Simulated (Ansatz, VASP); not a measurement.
# GaSb: VASP beside Ansatz

```xyz
2
Lattice="0.0000 3.0244 3.0244 3.0244 0.0000 3.0244 3.0244 3.0244 0.0000" Properties=species:S:1:pos:R:3 pbc="T T T"
Ga    0.0000    0.0000    0.0000
Sb    1.5122    1.5122    1.5122
```

Alike in both runs: functional LDA; k mesh 12 × 12 × 12; occupations gaussian, width 0.1 eV; no spin polarisation.

Ansatz relaxed the structure, and its values are those at the end. VASP's run is a single point on that final structure, the one shown.

```csv
,VASP,Ansatz
version,VASP 6.6.1,Ansatz 0.2.0
potentials or method,"VASP PAW LDA potentials, release 64 (Ga_d, Sb), cutoff 500 eV","scalar-relativistic, plane waves, PAW"
valence electrons in the cell,18,28
```

Ansatz gave:

| Item | Value |
| --- | --- |
| pressure (GPa) | 0.0 |

What did VASP give for the same quantities?

Pressure (GPa): 0.2.

LDA's correlation is that of Perdew and Zunger in VASP and of Perdew and Wang (1992) in Ansatz. VASP's potentials hold 18 valence electrons a cell and Ansatz's 28, so a difference there can come from the potentials and not from the codes.

Neither program's run includes spin-orbit coupling.
